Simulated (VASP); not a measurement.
# BP (F-43m) in VASP: settings compared

Aim: see how the results for BP move with the level of theory and the settings. Levels: PBE, PBEsol. Tasks: single point.

All numbers are computed with VASP 6.6.1; they aren't measurements. Logs are shortened: lines on timing, memory, paths and dates and some standing lists are left out, and cuts for length are marked.

## Step 1: The cell of the first run

It takes space group F-43m (No. 216, cubic). Conventional cell: a = 4.537 Å, b = 4.537 Å, c = 4.537 Å, α = 90.00°, β = 90.00°, γ = 90.00°. B (site symmetry -43m) has 4 P at 1.96 Å within 2.6 Å. Within 2.6 Å of P (site symmetry -43m) lie 4 B at 1.96 Å.

## Step 2: Single point, PBE

Contents of INCAR:

```
SYSTEM = BP
  ALGO = Normal
  EDIFF = 1E-6
  ENCUT = 520
  GGA = PE
  ISIF = 2
  ISMEAR = 0
  LASPH = .TRUE.
  LCHARG = .FALSE.
  LREAL = .FALSE.
  LWAVE = .FALSE.
  NBANDS = 11
  NELM = 80
  PREC = Accurate
  SIGMA = 0.01
```

Contents of KPOINTS:

```
k-points
0
G
  6 6 6
  0 0 0
```

Contents of POSCAR:

```
BP
1.0
    0.0000000000      2.2683154741      2.2683154741
    2.2683154741      0.0000000000      2.2683154741
    2.2683154741      2.2683154741      0.0000000000
B P
1 1
Direct
    0.0000000000      0.0000000000      0.0000000000
    0.2500000000      0.2500000000      0.2500000000
```

Potentials or basis: VASP PAW PBE potentials, release 64 (B, P).

Started as:

```bash
$ cat potpaw_PBE.64/B/POTCAR potpaw_PBE.64/P/POTCAR > POTCAR
$ mpirun -np 1 vasp_std > vasp.out
```

OUTCAR:

```text
SYSTEM = BP
   EDIFF = 1E-6
   ENCUT = 520
   GGA = PE
   ISIF = 2
   ISMEAR = 0
   LASPH = .TRUE.
   LREAL = .FALSE.
   NELM = 80
   PREC = Accurate

 ion  position               nearest neighbor table
   1  0.000  0.000  0.000-   2 1.96   2 1.96   2 1.96   2 1.96
   2  0.250  0.250  0.250-   1 1.96   1 1.96   1 1.96   1 1.96

  LATTYP: Found a face centered cubic cell.
 ALAT       =     4.5366309482

  Lattice vectors:

 A1 = (   0.0000000000,   2.2683154741,   2.2683154741)
 A2 = (   2.2683154741,   0.0000000000,   2.2683154741)
 A3 = (   2.2683154741,   2.2683154741,   0.0000000000)

Analysis of symmetry for initial positions (statically):
=====================================================================
 Subroutine PRICEL returns:
 Original cell was already a primitive cell.

 Routine SETGRP: Setting up the symmetry group for a
 face centered cubic supercell.

 Subroutine GETGRP returns: Found 24 space group operations
 (whereof 24 operations were pure point group operations)
 out of a pool of 48 trial point group operations.

The static configuration has the point symmetry T_d .

Analysis of symmetry for dynamics (positions and initial velocities):
=====================================================================
 Subroutine PRICEL returns:
 Original cell was already a primitive cell.

 Routine SETGRP: Setting up the symmetry group for a
 face centered cubic supercell.

 Subroutine GETGRP returns: Found 24 space group operations
 (whereof 24 operations were pure point group operations)
 out of a pool of 48 trial point group operations.

The dynamic configuration has the point symmetry T_d .

 Subroutine INISYM returns: Found 24 space group operations
 (whereof 24 operations are pure point group operations),
 and found     1 'primitive' translations

----------------------------------------------------------------------------------------

                                     Primitive cell

  volume of cell :      23.3421

  direct lattice vectors                    reciprocal lattice vectors
     0.000000000  2.268315474  2.268315474    -0.220427893  0.220427893  0.220427893
     2.268315474  0.000000000  2.268315474     0.220427893 -0.220427893  0.220427893
     2.268315474  2.268315474  0.000000000     0.220427893  0.220427893 -0.220427893

  length of vectors
     3.207882507  3.207882507  3.207882507     0.381792310  0.381792310  0.381792310

  position of ions in fractional coordinates (direct lattice)
     0.000000000  0.000000000  0.000000000
     0.250000000  0.250000000  0.250000000

  ion indices of the primitive-cell ions
   primitive index   ion index
                 1           1
                 2           2

----------------------------------------------------------------------------------------

 KPOINTS: k-points

Automatic generation of k-mesh.
 Grid dimensions read from file:
 generate k-points for:    6    6    6

 Generating k-lattice:

  Cartesian coordinates                     Fractional coordinates (reciprocal lattice)
    -0.036737982  0.036737982  0.036737982     0.166666667  0.000000000  0.000000000
     0.036737982 -0.036737982  0.036737982     0.000000000  0.166666667  0.000000000
     0.036737982  0.036737982 -0.036737982     0.000000000  0.000000000  0.166666667

  Length of vectors
     0.063632052  0.063632052  0.063632052

  Shift w.r.t. Gamma in fractional coordinates (k-lattice)
     0.000000000  0.000000000  0.000000000

 Subroutine IBZKPT returns following result:
 ===========================================

 Found     16 irreducible k-points:

 Following reciprocal coordinates:
            Coordinates               Weight
  0.000000  0.000000  0.000000      1.000000
  0.166667  0.000000  0.000000      8.000000
  0.333333  0.000000  0.000000      8.000000
  0.500000  0.000000  0.000000      4.000000
  0.166667  0.166667  0.000000      6.000000
  0.333333  0.166667  0.000000     24.000000
[... 8 lines left out ...]
 -0.333333  0.333333  0.166667     24.000000
 -0.333333  0.500000  0.166667     12.000000
   k-points           NKPTS =     16   k-points in BZ     NKDIM =     16   number of bands    NBANDS=     11
   number of dos      NEDOS =    301   number of ions     NIONS =      2
   total plane-waves  NPLWV =  13824
   dimension x,y,z NGX =    24 NGY =   24 NGZ =   24
   dimension x,y,z NGXF=    48 NGYF=   48 NGZF=   48
   ions per type =               1   1
   NGX,Y,Z   is equivalent  to a cutoff of  12.44, 12.44, 12.44 a.u.
   NGXF,Y,Z  is equivalent  to a cutoff of  24.88, 24.88, 24.88 a.u.
 SYSTEM =  BP
   PREC   = accura    normal or accurate (medium, high low for compatibility)
   ISTART =      0    job   : 0-new  1-cont  2-samecut
   ICHARG =      2    charge: 1-file 2-atom 10-const
   ISPIN  =      1    spin polarized calculation?
   LNONCOLLINEAR =      F non collinear calculations
   LSORBIT =      F    spin-orbit coupling
   LASPH  =      T    aspherical Exc in radial PAW
   ENCUT  =  520.0 eV  38.22 Ry    6.18 a.u.   5.96  5.96  5.96*2*pi/ulx,y,z
   NELM   =     80;   NELMIN=  2; NELMDL= -5     # of ELM steps
   EDIFF  = 0.1E-05   stopping-criterion for ELM
   LREAL  =      F    real-space projection
   EDIFFG = 0.1E-04   stopping-criterion for IOM
   NSW    =      0    number of steps for IOM
   IBRION =     -1    ionic relax: 0-MD 1-quasi-New 2-CG
   NFREE  =      0    steps in history (QN), initial steepest desc. (CG)
   ISIF   =      2    stress and relaxation
   ISYM   =      2    0-nonsym 1-usesym 2-fastsym
   POTIM  = 0.5000    time-step for ionic-motion
   TEBEG  =    0.0;   TEEND  =   0.0 temperature during run
   PSTRESS=    0.0 pullay stress
   NELECT =       8.0000    total number of electrons
   NUPDOWN=      -1.0000    fix difference up-down
   EMIN   =  10.00;   EMAX   =-10.00  energy-range for DOS
   EFERMI =   0.00;   METHOD = LEGACY
   ISMEAR =     0;   SIGMA  =   0.01  broadening in eV -4-tet -1-fermi 0-gaus
   EFERMI_NEDOS =   21; number of points for ismear=-14 and -15
   IALGO  =     38    algorithm
   IMIX   =      4    mixing-type and parameters
     AMIX     =   0.40;   BMIX     =  1.00
     AMIX_MAG =   1.60;   BMIX_MAG =  1.00
  volume/ion in A,a.u.               =      11.67        78.76
  Fermi-wavevector in a.u.,A,eV,Ry     =   1.145666  2.164995 17.858336  1.312551
  Thomas-Fermi vector in A             =   2.282354
   LORBIT       =      0    0 simple, 1 ext, 2 COOP (PROOUT), +10 PAW based schemes
   GGA     = PE    functional components
   LHFCALC =     F    Hartree Fock is set to
   AEXX    =    0.0000 exact exchange contribution
   IVDW    =     0    specifies the selected vdW correction
   LEPSILON=     F    determine dielectric tensor
   LRPA    =     F    only Hartree local field effects (RPA)
 non-spin polarized calculation
 Gauss-broadening in eV      SIGMA  =   0.01
  energy-cutoff  :      520.00
  volume of cell :       23.34
 maximum number of plane-waves:       636
   NGX = 11   NGY = 11   NGZ = 11

 number of electron       8.0000000 magnetization

 Free energy of the ion-electron system (eV)
  ---------------------------------------------------
  ext. energy  EPLUGINS =         0.00000000
  ---------------------------------------------------
  free energy    TOTEN  =       -12.91318159 eV

  energy without entropy =      -12.91318159  energy(sigma->0) =      -12.91318159

 E-fermi :   7.5761     XC(G=0): -10.9082

 val. band max:        7.4497439593   @ k =   0.0000   0.0000   0.0000
 cond. band min:       8.7769186907   @ k =   0.5000   0.5000   0.0000
 fundamental gap:      1.3271747315
 Fermi energy:         7.5761164514

 k-point     1 :       0.0000    0.0000    0.0000
  band No.  band energies     occupation
      1      -8.0209      2.00000
      2       7.4497      2.00000
      3       7.4497      2.00000
      4       7.4497      2.00000
      5      10.8490      0.00000
      6      10.8490      0.00000
      7      10.8490      0.00000
      8      14.8380      0.00000
      9      18.9669      0.00000
     10      19.5771      0.00000
     11      19.5771      0.00000

 k-point     2 :       0.1667    0.0000    0.0000
  band No.  band energies     occupation
      1      -7.5227      2.00000
      2       4.6104      2.00000
      3       6.7837      2.00000
      4       6.7837      2.00000
      5      11.4726      0.00000
      6      11.7553      0.00000
      7      11.7553      0.00000
      8      16.1222      0.00000
      9      18.3891      0.00000
     10      18.3891      0.00000
     11      20.2076      0.00000

 k-point     3 :       0.3333    0.0000    0.0000
  band No.  band energies     occupation
      1      -6.1044      2.00000
      2       0.7128      2.00000
      3       5.9799      2.00000
      4       5.9799      2.00000
      5      11.3518      0.00000
      6      12.3067      0.00000
      7      12.3067      0.00000
      8      17.5614      0.00000
      9      19.3414      0.00000
     10      19.3414      0.00000
     11      20.8858      0.00000

 k-point     4 :       0.5000    0.0000    0.0000
  band No.  band energies     occupation
      1      -4.6933      2.00000
      2      -1.5923      2.00000
      3       5.6903      2.00000
      4       5.6903      2.00000
      5      11.2353      0.00000
      6      12.1607      0.00000
      7      12.1607      0.00000
      8      17.5775      0.00000
      9      22.0787      0.00000
     10      22.0787      0.00000
     11      22.2874      0.00000
[... 127 lines left out ...]
 k-point    14 :       0.5000    0.3333    0.1667
  band No.  band energies     occupation
      1      -4.8804      2.00000
      2       0.9196      2.00000
      3       2.4380      2.00000
      4       4.1817      2.00000
      5      11.4563      0.00000
      6      12.9894      0.00000
      7      13.9261      0.00000
      8      16.9715      0.00000
      9      20.1721      0.00000
     10      21.0216      0.00000
     11      25.1673      0.00000

 k-point    15 :      -0.3333    0.3333    0.1667
  band No.  band energies     occupation
      1      -3.5757      2.00000
      2      -0.6731      2.00000
      3       1.9431      2.00000
      4       3.4695      2.00000
      5      11.9617      0.00000
      6      13.1571      0.00000
      7      16.0622      0.00000
      8      16.6207      0.00000
      9      17.9453      0.00000
     10      22.2850      0.00000
     11      25.0112      0.00000

 k-point    16 :      -0.3333    0.5000    0.1667
  band No.  band energies     occupation
      1      -2.9614      2.00000
      2      -0.7793      2.00000
      3       2.1427      2.00000
      4       2.2663      2.00000
      5      11.2802      0.00000
      6      11.8993      0.00000
      7      16.5808      0.00000
      8      17.2357      0.00000
      9      20.3986      0.00000
     10      23.6540      0.00000
     11      23.9374      0.00000

------------------------ aborting loop because EDIFF is reached ----------------------------------------

  FORCE on cell =-STRESS in cart. coord.  units (eV):
  Direction    XX          YY          ZZ          XY          YZ          ZX
  --------------------------------------------------------------------------------------
  -------------------------------------------------------------------------------------
  Total        0.1716837      0.1716837      0.1716837     -0.0000000      0.0000000      0.0000000
  in kB       11.7841798     11.7841798     11.7841798     -0.0000000      0.0000000      0.0000000
  external PRESSURE =      11.7841798 kB  Pullay stress =       0.0000000 kB

 VOLUME and BASIS-vectors are now :
 -----------------------------------------------------------------------------
  energy-cutoff  :      520.00
  volume of cell :       23.34
      direct lattice vectors                 reciprocal lattice vectors
     0.000000000  2.268315474  2.268315474    -0.220427893  0.220427893  0.220427893
     2.268315474  0.000000000  2.268315474     0.220427893 -0.220427893  0.220427893
     2.268315474  2.268315474  0.000000000     0.220427893  0.220427893 -0.220427893

 POSITION                                       TOTAL-FORCE (eV/Angst)
 -----------------------------------------------------------------------------------
      0.00000      0.00000      0.00000        -0.000000     -0.000000     -0.000000
      1.13416      1.13416      1.13416         0.000000      0.000000      0.000000
 -----------------------------------------------------------------------------------
    total drift:                                0.000000      0.000000      0.000000

  FREE ENERGIE OF THE ION-ELECTRON SYSTEM (eV)
  ---------------------------------------------------
  free  energy   TOTEN  =       -12.9131815925 eV

  energy  without entropy=      -12.9131815925  energy(sigma->0) =      -12.91318159
```

Run time: 1.8 s. Hardware: 1 thread of Intel Xeon 6975P-C (Granite Rapids), shared host; peak memory 0.13 GiB.

Results:

```
Free energy            : -12.9132 eV
Pressure               : 1.2 GPa
Band gap on the k mesh : 1.33 eV, indirect (least direct gap 3.40 eV)
```

Levels at points of the mesh, in eV from the valence-band top:
```csv
k point,band 1,band 2,band 3,band 4,band 5,band 6,band 7,band 8
"(0.00, 0.00, 0.00)",-15.47,0.00,0.00,0.00,3.40,3.40,3.40,7.39
"(0.50, 0.00, 0.00)",-12.14,-9.04,-1.76,-1.76,3.79,4.71,4.71,10.13
"(0.50, 0.50, 0.00)",-10.61,-8.59,-4.12,-4.12,1.33,1.66,12.13,12.13
```

## Step 3: Single point, PBE

This run uses another cell than the first one, of 11.76 Å³/atom, 1.008 times its volume.

Contents of INCAR:

```
ALGO = Normal
EDIFF = 1E-6
ENCUT = 520
GGA = PE
ISIF = 2
ISMEAR = -1
LASPH = True
LCHARG = False
LREAL = False
LWAVE = False
NBANDS = 11
NELM = 80
PREC = Accurate
SIGMA = 0.02
```

Contents of KPOINTS:

```
k-points
0
Gamma
  8 8 8
```

Contents of POSCAR:

```
BP
1.0
    0.0000000000      2.2742185854      2.2742185854
    2.2742185854      0.0000000000      2.2742185854
    2.2742185854      2.2742185854      0.0000000000
B P
1 1
Direct
    0.0000000000      0.0000000000      0.0000000000
    0.2500000000      0.2500000000      0.2500000000
```

Potentials or basis: VASP PAW PBE potentials, release 64 (B, P).

Started as:

```bash
$ cat potpaw_PBE.64/B/POTCAR potpaw_PBE.64/P/POTCAR > POTCAR
$ mpirun -np 1 vasp_std > vasp.out
```

Run time: 2.6 s. Hardware: 1 thread of Intel Xeon 6975P-C (Granite Rapids), shared host; peak memory 0.13 GiB.

The run converged. Its results:

```
Free energy            : -12.9290 eV
Pressure               : -0.2 GPa
Band gap on the k mesh : 1.28 eV, indirect (least direct gap 3.39 eV)
```

Levels at points of the mesh, in eV from the valence-band top:
```
           k point  band 1  band 2  band 3  band 4  band 5  band 6  band 7  band 8
(0.00, 0.00, 0.00)  -15.40    0.00    0.00    0.00    3.39    3.39    3.39    7.27
(0.50, 0.00, 0.00)  -12.10   -8.98   -1.75   -1.75    3.74    4.71    4.71   10.10
(0.50, 0.50, 0.00)  -10.58   -8.55   -4.09   -4.09    1.35    1.67   12.06   12.06
```

## Step 4: Single point, PBEsol

This run uses another cell than the first one, of 11.54 Å³/atom, 0.989 times its volume.

Contents of INCAR:

```
ALGO = Normal
EDIFF = 1E-6
ENCUT = 520
GGA = PS
ISIF = 2
ISMEAR = -1
LASPH = T
LCHARG = T
LELF = T
LREAL = F
LVHAR = T
LWAVE = F
NBANDS = 11
NELM = 100
PREC = Accurate
SIGMA = 0.02
```

KPOINTS is that of step 3.

Contents of POSCAR:

```
BP
1.0
    0.0000000000      2.2600994538      2.2600994538
    2.2600994538      0.0000000000      2.2600994538
    2.2600994538      2.2600994538      0.0000000000
B P
1 1
Direct
    0.0000000000      0.0000000000      0.0000000000
    0.2500000000      0.2500000000      0.2500000000
```

Started as:

```bash
$ cat potpaw_PBE.64/B/POTCAR potpaw_PBE.64/P/POTCAR > POTCAR
$ mpirun -np 1 vasp_std > vasp.out
```

Run time: 2.5 s. Hardware: 1 thread of Intel Xeon 6975P-C (Granite Rapids), shared host; peak memory 0.13 GiB.

The run converged. Its results:

| Quantity | Value |
| --- | --- |
| Free energy | -13.6716 eV |
| Pressure | 0.1 GPa |
| Band gap on the k mesh | 1.15 eV, indirect (least direct gap 3.37 eV) |

Levels at points of the mesh, in eV from the valence-band top:
```tsv
k point	band 1	band 2	band 3	band 4	band 5	band 6	band 7	band 8
(0.00, 0.00, 0.00)	-15.60	0.00	0.00	0.00	3.37	3.37	3.37	7.52
(0.50, 0.00, 0.00)	-12.21	-9.18	-1.78	-1.78	3.80	4.66	4.66	9.97
(0.50, 0.50, 0.00)	-10.67	-8.66	-4.19	-4.19	1.20	1.51	12.21	12.21
```

Caveat: the PAW data sets were made with another functional, which shifts forces and pressure a little.

## Step 5: Summary

```csv
level,cell,k mesh,smearing,gap on the mesh (eV),pressure (GPa)
PBE,"a = 3.208 Å, angles 60.0°, 2 atoms",6 × 6 × 6,gaussian 0.01 eV,1.33,1.2
PBE,"a = 3.216 Å, angles 60.0°, 2 atoms",8 × 8 × 8,fermi-dirac 0.02 eV,1.28,-0.2
PBEsol,"a = 3.196 Å, angles 60.0°, 2 atoms",8 × 8 × 8,fermi-dirac 0.02 eV,1.15,0.1
```

Alike in all rows: task single point; potentials or basis VASP PAW PBE potentials, release 64 (B, P); no spin polarisation; cutoff (eV) 520.

Caveats: the PAW data sets were made with another functional, which shifts forces and pressure a little (some runs).

Absolute energies hang on the potentials; compare differences alone.
